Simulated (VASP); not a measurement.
# Sn (I4/mmm) in VASP: further runs, part 2 of 2

VASP 6.6.1.

## Step 4: Single point, r2SCAN (strain +0.0400 x Voigt [1, 1, 0, 0, 0, 0])

Input file POSCAR:

```
Sn
1.0
   -1.9669372302      1.9669372302      1.8912857983
    1.9669372302     -1.9669372302      1.8912857983
    1.9669372302      1.9669372302     -1.8912857983
Sn
1
Direct
    0.0000000000      0.0000000000      0.0000000000
```

Input file INCAR.step1:

```
SYSTEM = Sn
  ALGO = Normal
  EDIFF = 1E-4
  ENCUT = 520
  GGA = PE
  ISMEAR = 0
  LASPH = .TRUE.
  LCHARG = .FALSE.
  LREAL = .FALSE.
  LWAVE = .TRUE.
  NBANDS = 13
  NELM = 60
  PREC = Accurate
  SIGMA = 0.15
```

Input file INCAR.step2:

```
SYSTEM = Sn
  ALGO = Normal
  EDIFF = 1E-6
  ENCUT = 520
  ISIF = 2
  ISMEAR = 0
  ISTART = 1
  LASPH = .TRUE.
  LCHARG = .FALSE.
  LMIXTAU = .TRUE.
  LREAL = .FALSE.
  LWAVE = .FALSE.
  METAGGA = R2SCAN
  NBANDS = 13
  NELM = 60
  PREC = Accurate
  SIGMA = 0.15
```

Input file KPOINTS:

```
k-points
0
G
  22 22 22
  0 0 0
```

Potentials or basis: VASP PAW PBE potentials, release 64 (Sn_d).

Run with:

```sh
> cat potpaw_PBE.64/Sn_d/POTCAR > POTCAR
> cp INCAR.step1 INCAR
> mpirun -np 1 vasp_std > vasp.out
> cp INCAR.step2 INCAR
> mpirun -np 1 vasp_std > vasp.out
```

OUTCAR:

```text
SYSTEM = Sn
   EDIFF = 1E-6
   ENCUT = 520
   ISIF = 2
   ISMEAR = 0
   ISTART = 1
   LASPH = .TRUE.
   LREAL = .FALSE.
   METAGGA = R2SCAN
   NELM = 60
   PREC = Accurate

 ion  position               nearest neighbor table
   1  0.000  0.000  0.000-

  LATTYP: Found a body centered tetragonal cell.
 ALAT       =     3.9338744604
 C/A-ratio  =     0.9615384616

  Lattice vectors:

 A1 = (  -1.9669372302,   1.9669372302,   1.8912857983)
 A2 = (   1.9669372302,  -1.9669372302,   1.8912857983)
 A3 = (   1.9669372302,   1.9669372302,  -1.8912857983)

Analysis of symmetry for initial positions (statically):
=====================================================================
 Subroutine PRICEL returns:
 Original cell was already a primitive cell.

 Routine SETGRP: Setting up the symmetry group for a
 body centered tetragonal supercell.

 Subroutine GETGRP returns: Found 16 space group operations
 (whereof 16 operations were pure point group operations)
 out of a pool of 16 trial point group operations.

The static configuration has the point symmetry D_4h.

Analysis of symmetry for dynamics (positions and initial velocities):
=====================================================================
 Subroutine PRICEL returns:
 Original cell was already a primitive cell.

 Routine SETGRP: Setting up the symmetry group for a
 body centered tetragonal supercell.

 Subroutine GETGRP returns: Found 16 space group operations
 (whereof 16 operations were pure point group operations)
 out of a pool of 16 trial point group operations.

The dynamic configuration has the point symmetry D_4h.

 Subroutine INISYM returns: Found 16 space group operations
 (whereof 16 operations are pure point group operations),
 and found     1 'primitive' translations

----------------------------------------------------------------------------------------
[... 116 lines left out ...]
   METAGGA = R2SCAN    functional components
   LHFCALC =     F    Hartree Fock is set to
   AEXX    =    0.0000 exact exchange contribution
   IVDW    =     0    specifies the selected vdW correction
   LEPSILON=     F    determine dielectric tensor
   LRPA    =     F    only Hartree local field effects (RPA)
 non-spin polarized calculation
 Gauss-broadening in eV      SIGMA  =   0.15
  energy-cutoff  :      520.00
  volume of cell :       29.27
 maximum number of plane-waves:       808
 NGX is ok and might be reduce to    28
   NGX = 13   NGY = 13   NGZ = 13

 number of electron      14.0000003 magnetization

 Free energy of the ion-electron system (eV)
  ---------------------------------------------------
  ext. energy  EPLUGINS =         0.00000000
  ---------------------------------------------------
  free energy    TOTEN  =       -24.47841445 eV

  energy without entropy =      -24.47125999  energy(sigma->0) =      -24.47483722

 E-fermi :   7.1700     XC(G=0): -10.8660

 val. band max:        7.1691023691   @ k =   0.3636   0.3636   0.0909
 cond. band min:       7.1721736189   @ k =  -0.3182   0.4545   0.1818
 fundamental gap:      0.0030712498
 Fermi energy:         7.1700271581

 k-point     1 :       0.0000    0.0000    0.0000
  band No.  band energies     occupation
      1     -15.0715      2.00000
      2     -15.0636      2.00000
      3     -15.0636      2.00000
      4     -14.9553      2.00000
      5     -14.9362      2.00000
      6      -3.9463      2.00000
      7      14.7849      0.00000
      8      14.7849      0.00000
      9      15.0641      0.00000
     10      19.3256      0.00000
     11      19.7948      0.00000
     12      19.7948      0.00000
     13      20.1339      0.00000
[... 354 lines left out ...]
  band No.  band energies     occupation
      1     -15.1044      2.00000
      2     -15.0474      2.00000
      3     -14.9535      2.00000
      4     -14.9482      2.00000
      5     -14.8819      2.00000
      6       0.0031      2.00000
      7       3.8300      2.00000
      8      10.3684      0.00000
      9      12.3056      0.00000
     10      15.3664      0.00000
     11      15.9184      0.00000
     12      22.2812      0.00000
     13      23.4873      0.00000

 [... further k-points ...]

------------------------ aborting loop because EDIFF is reached ----------------------------------------

  FORCE on cell =-STRESS in cart. coord.  units (eV):
  Direction    XX          YY          ZZ          XY          YZ          ZX
  --------------------------------------------------------------------------------------
  -------------------------------------------------------------------------------------
  Total       -0.5835503     -0.5835503     -0.7753501      0.0000000      0.0000000      0.0000000
  in kB      -31.9441045    -31.9441045    -42.4434100      0.0000000      0.0000000      0.0000000
  external PRESSURE =     -35.4438730 kB  Pullay stress =       0.0000000 kB

 VOLUME and BASIS-vectors are now :
 -----------------------------------------------------------------------------
  energy-cutoff  :      520.00
  volume of cell :       29.27
      direct lattice vectors                 reciprocal lattice vectors
    -1.966937230  1.966937230  1.891285798     0.000000000  0.254202316  0.264370409
     1.966937230 -1.966937230  1.891285798     0.254202316  0.000000000  0.264370409
     1.966937230  1.966937230 -1.891285798     0.254202316  0.254202316  0.000000000

 POSITION                                       TOTAL-FORCE (eV/Angst)
 -----------------------------------------------------------------------------------
      0.00000      0.00000      0.00000         0.000000      0.000000      0.000000
 -----------------------------------------------------------------------------------
    total drift:                               -0.000000     -0.000000     -0.000000

  FREE ENERGIE OF THE ION-ELECTRON SYSTEM (eV)
  ---------------------------------------------------
  free  energy   TOTEN  =       -24.4784144464 eV

  energy  without entropy=      -24.4712599932  energy(sigma->0) =      -24.47483722
```

OUTCAR.step1:

```text
SYSTEM = Sn
   EDIFF = 1E-4
   ENCUT = 520
   GGA = PE
   ISMEAR = 0
   LASPH = .TRUE.
[... 603 lines left out ...]
 -----------------------------------------------------------------------------------
      0.00000      0.00000      0.00000        -0.000000      0.000000      0.000000
 -----------------------------------------------------------------------------------
    total drift:                               -0.000000     -0.000000     -0.000000

  FREE ENERGIE OF THE ION-ELECTRON SYSTEM (eV)
  ---------------------------------------------------
  free  energy   TOTEN  =        -3.7662046689 eV

  energy  without entropy=       -3.7586569734  energy(sigma->0) =       -3.76243082
```

OSZICAR.step1:

```text
N       E                     dE             d eps       ncg     rms          rms(c)
DAV:   1     0.807558873461E+02    0.80756E+02   -0.71846E+03 22160   0.156E+03
DAV:   2     0.200105612804E+01   -0.78755E+02   -0.76408E+02 22954   0.337E+02
DAV:   3    -0.365373888473E+01   -0.56548E+01   -0.56349E+01 25844   0.738E+01
DAV:   4    -0.377282491369E+01   -0.11909E+00   -0.11906E+00 25662   0.115E+01
DAV:   5    -0.377701449074E+01   -0.41896E-02   -0.41895E-02 28228   0.209E+00    0.116E+00
DAV:   6    -0.376872495529E+01    0.82895E-02   -0.10063E-02 27621   0.164E+00    0.641E-01
DAV:   7    -0.376628856757E+01    0.24364E-02   -0.66450E-03 27238   0.127E+00    0.901E-02
DAV:   8    -0.376620466888E+01    0.83899E-04   -0.67176E-04 26534   0.424E-01
   1 F= -.37662047E+01 E0= -.37624308E+01  d E =-.754770E-02
```

Run time: 7.9 min. Hardware: 1 thread of Intel Xeon 6975P-C (Granite Rapids), shared host; peak memory 0.4 GiB.

Results:

```
Free energy            : -24.4784 eV
Pressure               : -3.5 GPa
Band gap on the k mesh : zero (band 7 reaches 14.78 eV, above the bottom of band 8 at 4.86 eV)
```

Levels at points of the mesh, in eV from the Fermi level:
| k point | band 5 | band 6 | band 7 | band 8 | band 9 | band 10 |
| --- | --- | --- | --- | --- | --- | --- |
| (0.00, 0.00, 0.00) | -22.11 | -11.12 | 7.61 | 7.61 | 7.89 | 12.16 |
| (0.50, 0.00, 0.00) | -22.04 | -6.50 | -4.27 | 3.32 | 5.33 | 7.98 |
| (0.50, 0.50, 0.00) | -22.05 | -6.76 | -4.37 | 3.81 | 5.99 | 8.52 |
| (0.50, 0.50, 0.50) | -22.05 | -2.82 | -0.76 | -0.76 | 0.00 | 4.08 |

Caveat: the cell differs from its parent crystal (strain +0.0400 x Voigt [1, 1, 0, 0, 0, 0]); the PAW data sets were made with another functional, which shifts forces and pressure a little; spin-orbit coupling is left out, which moves the levels of the heavy elements.

## Step 5: The runs side by side

| cell | gap on the mesh (eV) | pressure (GPa) |
| --- | --- | --- |
| a = 3.320 Å, angles 108.9, 108.9, 110.5°, 1 atom | none | -2.1 |
| a = 3.342 Å, angles 108.7, 108.7, 111.1°, 1 atom | none | -2.9 |
| a = 3.364 Å, angles 108.4, 108.4, 111.6°, 1 atom | none | -3.5 |

Alike in all rows: task single point; level r2SCAN; potentials or basis VASP PAW PBE potentials, release 64 (Sn_d); no spin polarisation; k mesh 22 × 22 × 22; cutoff (eV) 520; smearing gaussian 0.15 eV.

Caveats: the PAW data sets were made with another functional, which shifts forces and pressure a little; spin-orbit coupling is left out, which moves the levels of the heavy elements.

Absolute energies hang on the potentials; compare differences alone.
